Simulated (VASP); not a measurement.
# K (I4_1/amd) in VASP: single point with PBEsol

Aim: the single point of K with PBEsol.

All numbers are computed with VASP 6.6.1; they aren't measurements. Logs are shortened: lines on timing, memory, paths and dates and some standing lists are left out, and cuts for length are marked.

**1. The cell of the first run**

It takes space group I4_1/amd (No. 141, tetragonal). The conventional cell has a = 4.416 Å, b = 4.416 Å, c = 16.092 Å, α = 90.00°, β = 90.00°, γ = 90.00°. K (site symmetry -4m2) has 8 K at 4.42 to 4.59 Å within 5.8 Å.

**2. Single point, PBEsol**

INCAR

```
ALGO = Normal
EDIFF = 1E-6
ENCUT = 500
GGA = PS
GGA_COMPAT = F
ISIF = 2
ISMEAR = 0
LASPH = T
LCHARG = F
LREAL = F
LWAVE = F
NBANDS = 16
NELM = 120
PREC = Accurate
SIGMA = 0.05
```

KPOINTS

```
k-points
0
Gamma
  8 8 8
```

POSCAR

```
K
1.0
    0.0000000000     -4.4162180942      0.0000000000
    4.4162180942      0.0000000000      0.0000000000
   -2.2081090471      2.2081090471      8.0458679461
K
2
Direct
    0.2500000000      0.7500000000      0.5000000000
    0.5000000000      0.5000000000      0.0000000000
```

Potentials or basis: VASP PAW PBE potentials, release 64 (K_sv).

Launch:

```sh
$ cat potpaw_PBE.64/K_sv/POTCAR > POTCAR
$ mpirun -np 1 vasp_std > vasp.out
```

OUTCAR:

```text
EDIFF = 1E-6
   ENCUT = 500
   GGA = PS
   ISIF = 2
   ISMEAR = 0
   LASPH = T
   LREAL = F
   NELM = 120
   PREC = Accurate

 ion  position               nearest neighbor table
   1  0.250  0.750  0.500-
   2  0.500  0.500  0.000-

  LATTYP: Found a body centered tetragonal cell.
 ALAT       =     4.4162180942
 C/A-ratio  =     3.6437819757

  Lattice vectors:

 A1 = (  -2.2081090471,  -2.2081090471,  -8.0458679461)
 A2 = (   2.2081090471,   2.2081090471,  -8.0458679461)
 A3 = (   2.2081090471,  -2.2081090471,   8.0458679461)

Analysis of symmetry for initial positions (statically):
=====================================================================
 Subroutine PRICEL returns:
 Original cell was already a primitive cell.

 Routine SETGRP: Setting up the symmetry group for a
 body centered tetragonal supercell.

 Subroutine GETGRP returns: Found 16 space group operations
 (whereof  8 operations were pure point group operations)
 out of a pool of 16 trial point group operations.

The static configuration has the point symmetry D_2d.
 The point group associated with its full space group is D_4h.

Analysis of symmetry for dynamics (positions and initial velocities):
=====================================================================
 Subroutine PRICEL returns:
 Original cell was already a primitive cell.

 Routine SETGRP: Setting up the symmetry group for a
 body centered tetragonal supercell.

 Subroutine GETGRP returns: Found 16 space group operations
 (whereof  8 operations were pure point group operations)
 out of a pool of 16 trial point group operations.

The dynamic configuration has the point symmetry D_2d.
 The point group associated with its full space group is D_4h.

 Subroutine INISYM returns: Found 16 space group operations
 (whereof  8 operations are pure point group operations),
 and found     1 'primitive' translations

----------------------------------------------------------------------------------------

                                     Primitive cell

  volume of cell :     156.9184

  direct lattice vectors                    reciprocal lattice vectors
     0.000000000 -4.416218094  0.000000000     0.000000000 -0.226438092  0.062143700
     4.416218094  0.000000000  0.000000000     0.226438092  0.000000000  0.062143700
    -2.208109047  2.208109047  8.045867946     0.000000000  0.000000000  0.124287399

  length of vectors
     4.416218094  4.416218094  8.630613080     0.234810666  0.234810666  0.124287399

  position of ions in fractional coordinates (direct lattice)
     0.250000000  0.750000000  0.500000000
     0.500000000  0.500000000  0.000000000

  ion indices of the primitive-cell ions
   primitive index   ion index
                 1           1
                 2           2

----------------------------------------------------------------------------------------

 KPOINTS: k-points

Automatic generation of k-mesh.
 Grid dimensions read from file:
 generate k-points for:    8    8    8

 Generating k-lattice:

  Cartesian coordinates                     Fractional coordinates (reciprocal lattice)
     0.000000000 -0.028304762  0.007767962     0.125000000  0.000000000 -0.000000000
     0.028304762  0.000000000  0.007767962     0.000000000  0.125000000 -0.000000000
     0.000000000  0.000000000  0.015535925     0.000000000  0.000000000  0.125000000

  Length of vectors
     0.029351333  0.029351333  0.015535925

  Shift w.r.t. Gamma in fractional coordinates (k-lattice)
     0.000000000  0.000000000  0.000000000

 Subroutine IBZKPT returns following result:
 ===========================================

 Found     59 irreducible k-points:

 Following reciprocal coordinates:
            Coordinates               Weight
  0.000000  0.000000  0.000000      1.000000
  0.125000  0.000000  0.000000      8.000000
  0.250000  0.000000  0.000000      8.000000
  0.375000  0.000000  0.000000      8.000000
  0.500000  0.000000  0.000000      4.000000
  0.125000  0.125000  0.000000      8.000000
[... 16 lines left out ...]
  0.125000  0.000000  0.125000      8.000000
  0.250000  0.000000  0.125000      8.000000
 [... further k-points ...]
   k-points           NKPTS =     59   k-points in BZ     NKDIM =     59   number of bands    NBANDS=     16
   number of dos      NEDOS =    301   number of ions     NIONS =      2
   total plane-waves  NPLWV =  65536
   dimension x,y,z NGX =    32 NGY =   32 NGZ =   64
   dimension x,y,z NGXF=    64 NGYF=   64 NGZF=  128
   ions per type =               2
   NGX,Y,Z   is equivalent  to a cutoff of  12.05, 12.05, 12.33 a.u.
   NGXF,Y,Z  is equivalent  to a cutoff of  24.09, 24.09, 24.66 a.u.
 SYSTEM =  unknown system
   PREC   = accura    normal or accurate (medium, high low for compatibility)
   ISTART =      0    job   : 0-new  1-cont  2-samecut
   ICHARG =      2    charge: 1-file 2-atom 10-const
   ISPIN  =      1    spin polarized calculation?
   LNONCOLLINEAR =      F non collinear calculations
   LSORBIT =      F    spin-orbit coupling
   LASPH  =      T    aspherical Exc in radial PAW
   ENCUT  =  500.0 eV  36.75 Ry    6.06 a.u.   8.05  8.05 15.74*2*pi/ulx,y,z
   NELM   =    120;   NELMIN=  2; NELMDL= -5     # of ELM steps
   EDIFF  = 0.1E-05   stopping-criterion for ELM
   LREAL  =      F    real-space projection
   EDIFFG = 0.1E-04   stopping-criterion for IOM
   NSW    =      0    number of steps for IOM
   IBRION =     -1    ionic relax: 0-MD 1-quasi-New 2-CG
   NFREE  =      0    steps in history (QN), initial steepest desc. (CG)
   ISIF   =      2    stress and relaxation
   ISYM   =      2    0-nonsym 1-usesym 2-fastsym
   POTIM  = 0.5000    time-step for ionic-motion
   TEBEG  =    0.0;   TEEND  =   0.0 temperature during run
   PSTRESS=    0.0 pullay stress
   NELECT =      18.0000    total number of electrons
   NUPDOWN=      -1.0000    fix difference up-down
   EMIN   =  10.00;   EMAX   =-10.00  energy-range for DOS
   EFERMI =   0.00;   METHOD = LEGACY
   ISMEAR =     0;   SIGMA  =   0.05  broadening in eV -4-tet -1-fermi 0-gaus
   EFERMI_NEDOS =   21; number of points for ismear=-14 and -15
   IALGO  =     38    algorithm
   IMIX   =      4    mixing-type and parameters
     AMIX     =   0.40;   BMIX     =  1.00
     AMIX_MAG =   1.60;   BMIX_MAG =  1.00
  volume/ion in A,a.u.               =      78.46       529.47
  Fermi-wavevector in a.u.,A,eV,Ry     =   0.795440  1.503165  8.608754  0.632726
  Thomas-Fermi vector in A             =   1.901769
   LORBIT       =      0    0 simple, 1 ext, 2 COOP (PROOUT), +10 PAW based schemes
   GGA     = PS    functional components
   LHFCALC =     F    Hartree Fock is set to
   AEXX    =    0.0000 exact exchange contribution
   IVDW    =     0    specifies the selected vdW correction
   LEPSILON=     F    determine dielectric tensor
   LRPA    =     F    only Hartree local field effects (RPA)
 non-spin polarized calculation
 Gauss-broadening in eV      SIGMA  =   0.05
  energy-cutoff  :      500.00
  volume of cell :      156.92
 maximum number of plane-waves:      4024
   NGX = 17   NGY = 17   NGZ = 31

 number of electron      17.9999997 magnetization

 Free energy of the ion-electron system (eV)
  ---------------------------------------------------
  ext. energy  EPLUGINS =         0.00000000
  ---------------------------------------------------
  free energy    TOTEN  =        -2.13318438 eV

  energy without entropy =       -2.13092968  energy(sigma->0) =       -2.13205703

 E-fermi :  -0.2372     XC(G=0):  -5.5335

 val. band max:       -0.2455836595   @ k =   0.1250   0.1250   0.0000
 cond. band min:      -0.2167149579   @ k =   0.5000   0.1250   0.1250
 fundamental gap:      0.0288687016
 Fermi energy:        -0.2371543396

 k-point     1 :       0.0000    0.0000    0.0000
  band No.  band energies     occupation
      1     -32.4076      2.00000
      2     -32.4040      2.00000
      3     -15.9813      2.00000
      4     -15.9181      2.00000
      5     -15.9181      2.00000
      6     -15.9147      2.00000
[... 8 lines left out ...]
     15       4.5657      0.00000
     16       4.5691      0.00000

 k-point     2 :       0.1250    0.0000    0.0000
  band No.  band energies     occupation
      1     -32.4071      2.00000
      2     -32.4037      2.00000
      3     -15.9786      2.00000
      4     -15.9287      2.00000
      5     -15.9242      2.00000
      6     -15.9176      2.00000
[... 8 lines left out ...]
     15       4.1098      0.00000
     16       4.5294      0.00000

 k-point     3 :       0.2500    0.0000    0.0000
  band No.  band energies     occupation
      1     -32.4057      2.00000
      2     -32.4029      2.00000
      3     -15.9726      2.00000
      4     -15.9526      2.00000
      5     -15.9457      2.00000
      6     -15.9163      2.00000
[... 8 lines left out ...]
     15       3.8050      0.00000
     16       4.5004      0.00000

 k-point     4 :       0.3750    0.0000    0.0000
  band No.  band energies     occupation
      1     -32.4043      2.00000
      2     -32.4022      2.00000
      3     -15.9776      2.00000
      4     -15.9756      2.00000
      5     -15.9552      2.00000
      6     -15.9199      2.00000
[... 8 lines left out ...]
     15       3.6750      0.00000
     16       4.3914      0.00000
[... 324 lines left out ...]
 k-point    22 :       0.0000    0.0000    0.1250
  band No.  band energies     occupation
      1     -32.4075      2.00000
      2     -32.4042      2.00000
      3     -15.9787      2.00000
      4     -15.9189      2.00000
      5     -15.9189      2.00000
      6     -15.9160      2.00000
[... 8 lines left out ...]
     15       4.4393      0.00000
     16       4.4393      0.00000

 k-point    23 :       0.1250    0.0000    0.1250
  band No.  band energies     occupation
      1     -32.4068      2.00000
      2     -32.4040      2.00000
      3     -15.9738      2.00000
      4     -15.9305      2.00000
      5     -15.9228      2.00000
      6     -15.9188      2.00000
[... 8 lines left out ...]
     15       3.9944      0.00000
     16       4.4107      0.00000

 k-point    24 :       0.2500    0.0000    0.1250
  band No.  band energies     occupation
      1     -32.4054      2.00000
      2     -32.4032      2.00000
      3     -15.9673      2.00000
      4     -15.9545      2.00000
      5     -15.9435      2.00000
      6     -15.9216      2.00000
[... 8 lines left out ...]
     15       3.6294      0.00000
     16       4.4774      0.00000

 [... further k-points ...]

------------------------ aborting loop because EDIFF is reached ----------------------------------------

  FORCE on cell =-STRESS in cart. coord.  units (eV):
  Direction    XX          YY          ZZ          XY          YZ          ZX
  --------------------------------------------------------------------------------------
  -------------------------------------------------------------------------------------
  Total       -0.1734306     -0.1734306     -0.1907811      0.0000000      0.0000000      0.0000000
  in kB       -1.7707706     -1.7707706     -1.9479243      0.0000000      0.0000000      0.0000000
  external PRESSURE =      -1.8298218 kB  Pullay stress =       0.0000000 kB

 VOLUME and BASIS-vectors are now :
 -----------------------------------------------------------------------------
  energy-cutoff  :      500.00
  volume of cell :      156.92
      direct lattice vectors                 reciprocal lattice vectors
     0.000000000 -4.416218094  0.000000000     0.000000000 -0.226438092  0.062143700
     4.416218094  0.000000000  0.000000000     0.226438092  0.000000000  0.062143700
    -2.208109047  2.208109047  8.045867946     0.000000000  0.000000000  0.124287399

 POSITION                                       TOTAL-FORCE (eV/Angst)
 -----------------------------------------------------------------------------------
      2.20811      0.00000      4.02293        -0.000000      0.000000      0.000000
      2.20811     -2.20811      0.00000         0.000000     -0.000000      0.000000
 -----------------------------------------------------------------------------------
    total drift:                               -0.000000     -0.000000     -0.000000

  FREE ENERGIE OF THE ION-ELECTRON SYSTEM (eV)
  ---------------------------------------------------
  free  energy   TOTEN  =        -2.1331843758 eV

  energy  without entropy=       -2.1309296792  energy(sigma->0) =       -2.13205703
```

Wall time 69 s (1 thread of Intel Xeon Platinum 8259CL at 2.50GHz (Skylake/Cascade Lake), shared host); peak memory 0.29 GiB.

Results:

| Item | Value |
| --- | --- |
| Free energy | -2.1332 eV |
| Pressure | -0.2 GPa |
| Band gap on the k mesh | zero (bands 9 and 10 overlap by 2.77 eV) |

Levels at points of the mesh, in eV from the Fermi level:
```
           k point  band 6  band 7  band 8  band 9  band 10  band 11  band 12  band 13
(0.00, 0.00, 0.00)  -15.68  -15.68  -15.68   -2.12     0.18     0.36     3.09     3.10
(0.50, 0.00, 0.00)  -15.69  -15.68  -15.67   -0.05     0.13     0.93     1.16     2.43
(0.50, 0.50, 0.00)  -15.74  -15.69  -15.69    1.30     1.30     1.91     1.91     2.46
(0.00, 0.00, 0.50)  -15.68  -15.67  -15.67   -1.47    -1.47     2.34     2.34     3.21
```

Caveat: the PAW data sets were made with another functional, which shifts forces and pressure a little.

The gap in the log of VASP goes by the Fermi energy; the results here count the filled bands.